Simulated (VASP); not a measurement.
# KTaO3 (Pm-3m) in VASP: a series of runs

The runs below take KTaO3 through relaxation of cell and atoms, single point, with PBE.

All numbers are computed with VASP 6.6.1; they aren't measurements. Logs are shortened: lines on timing, memory, paths and dates and some standing lists are left out, and cuts for length are marked.

## 1. The cell of the first run

It takes space group Pm-3m (No. 221, cubic). Conventional cell: a = 4.025 Å, b = 4.025 Å, c = 4.025 Å, α = 90.00°, β = 90.00°, γ = 90.00°. K (site symmetry m-3m) has 12 O at 2.85 Å and 8 Ta at 3.49 Å within 3.7 Å. Within 2.7 Å of Ta (site symmetry m-3m) lie 6 O at 2.01 Å. O (site symmetry 4/mmm) has 2 Ta at 2.01 Å within 2.7 Å.

## 2. Relaxation of cell and atoms, PBE

INCAR

```
ALGO = Normal
EDIFF = 1E-6
EDIFFG = -0.01
ENCUT = 600
GGA = PE
IBRION = 2
ISIF = 3
ISMEAR = 0
LASPH = T
LCHARG = F
LREAL = F
LWAVE = F
NELM = 80
NSW = 100
PREC = Accurate
SIGMA = 0.02
```

KPOINTS

```
k-points
0
Gamma
  8 8 8
```

POSCAR

```
KTaO3
1.0
    4.0245444164      0.0000000000      0.0000000000
    0.0000000000      4.0245444164      0.0000000000
    0.0000000000      0.0000000000      4.0245444164
K Ta O
1 1 3
Direct
    0.5000000000      0.5000000000      0.5000000000
    0.0000000000      0.0000000000      0.0000000000
    0.5000000000      0.0000000000      0.0000000000
    0.0000000000      0.5000000000      0.0000000000
    0.0000000000      0.0000000000      0.5000000000
```

Potentials or basis: VASP PAW PBE potentials, release 64 (K_sv, Ta_pv, O).

Run with:

```bash
$ cat potpaw_PBE.64/K_sv/POTCAR potpaw_PBE.64/Ta_pv/POTCAR potpaw_PBE.64/O/POTCAR > POTCAR
$ mpirun -np 1 vasp_std > vasp.out
```

OUTCAR:

```text
EDIFF = 1E-6
   EDIFFG = -0.01
   ENCUT = 600
   GGA = PE
   IBRION = 2
   ISIF = 3
   ISMEAR = 0
   LASPH = T
   LREAL = F
   NELM = 80
   NSW = 100
   PREC = Accurate

 ion  position               nearest neighbor table
   1  0.500  0.500  0.500-   3 2.85   4 2.85   5 2.85   3 2.85   4 2.85   3 2.85   5 2.85   3 2.85
                             4 2.85   5 2.85   4 2.85   5 2.85   2 3.49   2 3.49   2 3.49   2 3.49
   2  0.000  0.000  0.000-   3 2.01   4 2.01   5 2.01   5 2.01   4 2.01   3 2.01   1 3.49   1 3.49
                             1 3.49   1 3.49   1 3.49   1 3.49   1 3.49   1 3.49
   3  0.500  0.000  0.000-   2 2.01   2 2.01   1 2.85   1 2.85   1 2.85   1 2.85
   4  0.000  0.500  0.000-   2 2.01   2 2.01   1 2.85   1 2.85   1 2.85   1 2.85
   5  0.000  0.000  0.500-   2 2.01   2 2.01   1 2.85   1 2.85   1 2.85   1 2.85

  LATTYP: Found a simple cubic cell.
 ALAT       =     4.0245444164

  Lattice vectors:

 A1 = (   4.0245444164,   0.0000000000,   0.0000000000)
 A2 = (   0.0000000000,   4.0245444164,   0.0000000000)
 A3 = (   0.0000000000,   0.0000000000,   4.0245444164)

Analysis of symmetry for initial positions (statically):
=====================================================================
 Subroutine PRICEL returns:
 Original cell was already a primitive cell.

 Routine SETGRP: Setting up the symmetry group for a
 simple cubic supercell.

 Subroutine GETGRP returns: Found 48 space group operations
 (whereof 48 operations were pure point group operations)
 out of a pool of 48 trial point group operations.

The static configuration has the point symmetry O_h .

Analysis of symmetry for dynamics (positions and initial velocities):
=====================================================================
 Subroutine PRICEL returns:
 Original cell was already a primitive cell.

 Routine SETGRP: Setting up the symmetry group for a
 simple cubic supercell.

 Subroutine GETGRP returns: Found 48 space group operations
 (whereof 48 operations were pure point group operations)
 out of a pool of 48 trial point group operations.

The dynamic configuration has the point symmetry O_h .

 Subroutine INISYM returns: Found 48 space group operations
 (whereof 48 operations are pure point group operations),
 and found     1 'primitive' translations

----------------------------------------------------------------------------------------

                                     Primitive cell

  volume of cell :      65.1854

  direct lattice vectors                    reciprocal lattice vectors
     4.024544416  0.000000000  0.000000000     0.248475330  0.000000000  0.000000000
     0.000000000  4.024544416  0.000000000     0.000000000  0.248475330  0.000000000
     0.000000000  0.000000000  4.024544416     0.000000000  0.000000000  0.248475330

  length of vectors
     4.024544416  4.024544416  4.024544416     0.248475330  0.248475330  0.248475330

  position of ions in fractional coordinates (direct lattice)
     0.500000000  0.500000000  0.500000000
     0.000000000  0.000000000  0.000000000
     0.500000000  0.000000000  0.000000000
     0.000000000  0.500000000  0.000000000
     0.000000000  0.000000000  0.500000000

  ion indices of the primitive-cell ions
   primitive index   ion index
                 1           1
                 2           2
                 3           3
                 4           4
                 5           5

----------------------------------------------------------------------------------------

 KPOINTS: k-points

Automatic generation of k-mesh.
 Grid dimensions read from file:
 generate k-points for:    8    8    8

 Generating k-lattice:

  Cartesian coordinates                     Fractional coordinates (reciprocal lattice)
     0.031059416  0.000000000  0.000000000     0.125000000  0.000000000  0.000000000
     0.000000000  0.031059416  0.000000000     0.000000000  0.125000000  0.000000000
     0.000000000  0.000000000  0.031059416     0.000000000  0.000000000  0.125000000

  Length of vectors
     0.031059416  0.031059416  0.031059416

  Shift w.r.t. Gamma in fractional coordinates (k-lattice)
     0.000000000  0.000000000  0.000000000

 Subroutine IBZKPT returns following result:
 ===========================================

 Found     35 irreducible k-points:

 Following reciprocal coordinates:
            Coordinates               Weight
  0.000000  0.000000  0.000000      1.000000
  0.125000  0.000000  0.000000      6.000000
  0.250000  0.000000  0.000000      6.000000
  0.375000  0.000000  0.000000      6.000000
  0.500000  0.000000  0.000000      3.000000
  0.125000  0.125000  0.000000     12.000000
[... 16 lines left out ...]
  0.375000  0.375000  0.125000     24.000000
  0.500000  0.375000  0.125000     24.000000
 [... further k-points ...]
   k-points           NKPTS =     35   k-points in BZ     NKDIM =     35   number of bands    NBANDS=     23
   number of dos      NEDOS =    301   number of ions     NIONS =      5
   total plane-waves  NPLWV =  32768
   dimension x,y,z NGX =    32 NGY =   32 NGZ =   32
   dimension x,y,z NGXF=    64 NGYF=   64 NGZF=   64
   ions per type =               1   1   3
   NGX,Y,Z   is equivalent  to a cutoff of  13.22, 13.22, 13.22 a.u.
   NGXF,Y,Z  is equivalent  to a cutoff of  26.44, 26.44, 26.44 a.u.
 SYSTEM =  unknown system
   PREC   = accura    normal or accurate (medium, high low for compatibility)
   ISTART =      0    job   : 0-new  1-cont  2-samecut
   ICHARG =      2    charge: 1-file 2-atom 10-const
   ISPIN  =      1    spin polarized calculation?
   LNONCOLLINEAR =      F non collinear calculations
   LSORBIT =      F    spin-orbit coupling
   LASPH  =      T    aspherical Exc in radial PAW
   ENCUT  =  600.0 eV  44.10 Ry    6.64 a.u.   8.04  8.04  8.04*2*pi/ulx,y,z
   NELM   =     80;   NELMIN=  2; NELMDL= -5     # of ELM steps
   EDIFF  = 0.1E-05   stopping-criterion for ELM
   LREAL  =      F    real-space projection
   EDIFFG = -.1E-01   stopping-criterion for IOM
   NSW    =    100    number of steps for IOM
   IBRION =      2    ionic relax: 0-MD 1-quasi-New 2-CG
   NFREE  =      1    steps in history (QN), initial steepest desc. (CG)
   ISIF   =      3    stress and relaxation
   ISYM   =      2    0-nonsym 1-usesym 2-fastsym
   POTIM  = 0.5000    time-step for ionic-motion
   TEBEG  =    0.0;   TEEND  =   0.0 temperature during run
   PSTRESS=    0.0 pullay stress
   NELECT =      38.0000    total number of electrons
   NUPDOWN=      -1.0000    fix difference up-down
   EMIN   =  10.00;   EMAX   =-10.00  energy-range for DOS
   EFERMI =   0.00;   METHOD = LEGACY
   ISMEAR =     0;   SIGMA  =   0.02  broadening in eV -4-tet -1-fermi 0-gaus
   EFERMI_NEDOS =   21; number of points for ismear=-14 and -15
   IALGO  =     38    algorithm
   IMIX   =      4    mixing-type and parameters
     AMIX     =   0.40;   BMIX     =  1.00
     AMIX_MAG =   1.60;   BMIX_MAG =  1.00
  volume/ion in A,a.u.               =      13.04        87.98
  Fermi-wavevector in a.u.,A,eV,Ry     =   1.367580  2.584351 25.446625  1.870274
  Thomas-Fermi vector in A             =   2.493620
   LORBIT       =      0    0 simple, 1 ext, 2 COOP (PROOUT), +10 PAW based schemes
   GGA     = PE    functional components
   LHFCALC =     F    Hartree Fock is set to
   AEXX    =    0.0000 exact exchange contribution
   IVDW    =     0    specifies the selected vdW correction
   LEPSILON=     F    determine dielectric tensor
   LRPA    =     F    only Hartree local field effects (RPA)
 conjugate gradient relaxation of ions
 non-spin polarized calculation
 Gauss-broadening in eV      SIGMA  =   0.02
  energy-cutoff  :      600.00
  volume of cell :       65.19
 maximum number of plane-waves:      2216
   NGX = 17   NGY = 17   NGZ = 17

--------------------------------------- Ionic step        1  -------------------------------------------

 number of electron      38.0000006 magnetization

 Free energy of the ion-electron system (eV)
  ---------------------------------------------------
  ext. energy  EPLUGINS =         0.00000000
  ---------------------------------------------------
  free energy    TOTEN  =       -41.07553852 eV

  energy without entropy =      -41.07553852  energy(sigma->0) =      -41.07553852

------------------------ aborting loop because EDIFF is reached ----------------------------------------

  FORCE on cell =-STRESS in cart. coord.  units (eV):
  Direction    XX          YY          ZZ          XY          YZ          ZX
  --------------------------------------------------------------------------------------
  -------------------------------------------------------------------------------------
  Total        0.1615142      0.1615142      0.1615142      0.0000000      0.0000000      0.0000000
  in kB        3.9698220      3.9698220      3.9698220      0.0000000      0.0000000      0.0000000
  external PRESSURE =       3.9698220 kB  Pullay stress =       0.0000000 kB
[... 63 lines left out ...]
  energy  without entropy=      -41.0754389686  energy(sigma->0) =      -41.07543897

--------------------------------------- Ionic step        3  -------------------------------------------

 number of electron      38.0000007 magnetization

 Free energy of the ion-electron system (eV)
  ---------------------------------------------------
  ext. energy  EPLUGINS =         0.00000000
  ---------------------------------------------------
  free energy    TOTEN  =       -41.07570084 eV

  energy without entropy =      -41.07570084  energy(sigma->0) =      -41.07570084

 E-fermi :   1.7515     XC(G=0): -10.7224

 val. band max:        1.6028885695   @ k =   0.5000   0.5000   0.5000
 cond. band min:       3.7151449938   @ k =   0.0000   0.0000   0.0000
 fundamental gap:      2.1122564243
 Fermi energy:         1.7514889857

 k-point     1 :       0.0000    0.0000    0.0000
  band No.  band energies     occupation
      1     -32.6514      2.00000
      2     -32.6514      2.00000
      3     -32.6514      2.00000
      4     -25.7441      2.00000
      5     -15.8429      2.00000
      6     -15.1460      2.00000
[... 613 lines left out ...]
     22       7.4563      0.00000
     23       9.5958      0.00000

 [... further k-points ...]

------------------------ aborting loop because EDIFF is reached ----------------------------------------

  FORCE on cell =-STRESS in cart. coord.  units (eV):
  Direction    XX          YY          ZZ          XY          YZ          ZX
  --------------------------------------------------------------------------------------
  -------------------------------------------------------------------------------------
  Total        0.0020034      0.0020034      0.0020034      0.0000000     -0.0000000      0.0000000
  in kB        0.0491414      0.0491414      0.0491414      0.0000000     -0.0000000      0.0000000
  external PRESSURE =       0.0491414 kB  Pullay stress =       0.0000000 kB
[... 20 lines left out ...]
  FREE ENERGIE OF THE ION-ELECTRON SYSTEM (eV)
  ---------------------------------------------------
  free  energy   TOTEN  =       -41.0757008424 eV

  energy  without entropy=      -41.0757008424  energy(sigma->0) =      -41.07570084

 reached required accuracy - stopping structural energy minimisation
```

Run time: 36 s. Hardware: 1 thread of Intel Xeon 6975P-C (Granite Rapids), shared host; peak memory 0.23 GiB.

Results:

```yaml
Free_energy: -41.0757 eV
Relaxed_volume: 13.06 Å³/atom
Relaxed_cell: a = 4.027 Å, b = 4.027 Å, c = 4.027 Å, α = 90.00°, β = 90.00°, γ = 90.00°
Space_group_after_relaxing_to_0.1_Å: Pm-3m (No. 221)
Energy_gained_by_relaxing: 0.0 meV/atom
Ionic_steps: 3
Pressure_after_relaxing: 0.0 GPa
Band_gap_on_the_k_mesh: 2.11 eV (least direct gap 2.74 eV)
```

Step by step:
```tsv
step	energy change (eV)	largest force (eV/Å)	pressure (GPa)	volume (Å³)
1	0.0000	0.0000	0.40	65.19
2	0.0001	0.0000	-0.48	65.49
3	-0.0002	0.0000	0.00	65.32
```

Final structure:
```cif
data_structure
_symmetry_space_group_name_H-M 'P 1'
_symmetry_Int_Tables_number 1
_cell_length_a 4.0273
_cell_length_b 4.0273
_cell_length_c 4.0273
_cell_angle_alpha 90.000
_cell_angle_beta 90.000
_cell_angle_gamma 90.000
_cell_volume 65.32
loop_
_atom_site_label
_atom_site_type_symbol
_atom_site_fract_x
_atom_site_fract_y
_atom_site_fract_z
_atom_site_occupancy
K1 K 0.50000 0.50000 0.50000 1
Ta1 Ta 0.00000 0.00000 0.00000 1
O1 O 0.50000 0.00000 0.00000 1
O2 O 0.00000 0.50000 0.00000 1
O3 O 0.00000 0.00000 0.50000 1
```

Levels at points of the mesh, in eV from the valence-band top:
| k point | band 17 | band 18 | band 19 | band 20 | band 21 | band 22 |
| --- | --- | --- | --- | --- | --- | --- |
| (0.00, 0.00, 0.00) | -0.63 | -0.63 | -0.63 | 2.11 | 2.11 | 2.11 |
| (0.50, 0.00, 0.00) | -1.44 | -0.85 | -0.85 | 2.26 | 4.83 | 4.83 |
| (0.50, 0.50, 0.00) | -1.40 | -1.40 | -0.04 | 4.86 | 4.86 | 6.10 |
| (0.50, 0.50, 0.50) | 0.00 | 0.00 | 0.00 | 6.21 | 6.21 | 6.21 |

Caveat: spin-orbit coupling is left out, which moves the levels of the heavy elements. A k mesh can miss the band edges.

## 3. Single point, PBE, non-collinear spin, zero start, spin-orbit coupling

INCAR

```
SYSTEM = KTaO3
PREC = Accurate
ENCUT = 600
EDIFF = 1E-6
ISMEAR = 0
SIGMA = 0.02
LREAL = .False.
LASPH = .True.
NELM = 200
ALGO = Normal
ISIF = 2
LWAVE = .False.
LCHARG = .True.
MAGMOM = 0 0 0 0 0 0 0 0 0 0 0 0 0 0 0
LORBIT = 11
LSORBIT = .True.
GGA_COMPAT = .False.
LORBMOM = .True.
LMAXMIX = 4
GGA = PE
LVHAR = .True.
NBANDS = 55
```

KPOINTS

```
Automatic mesh
0
Gamma
  8 8 8
  0 0 0
```

POSCAR is that of step 2.

Potentials or basis: VASP PAW PBE potentials, release 64 (K_sv, Ta_sv_GW, O).

Run with:

```bash
$ cat potpaw_PBE.64/K_sv/POTCAR potpaw_PBE.64/Ta_sv_GW/POTCAR potpaw_PBE.64/O/POTCAR > POTCAR
$ mpirun -np 1 vasp_ncl > vasp.out
```

Wall time 5.7 min (1 thread of Intel Xeon Platinum 8259CL at 2.50GHz (Skylake/Cascade Lake), shared host); peak memory 0.46 GiB.

Results (log left out):

```yaml
Free_energy: -44.9863 eV
Pressure: 0.1 GPa
Net_moment: 0.00 μB per cell
Valence_electrons_inside_the_program's_atomic_spheres: K 7.61; Ta 11.46; O 5.07
```

Moments on the atoms (μB; x, y, z):
```
K   0.00 0.00 0.00
Ta  0.00 0.00 0.00
O   0.00 0.00 0.00
O   0.00 0.00 0.00
O   0.00 0.00 0.00
```
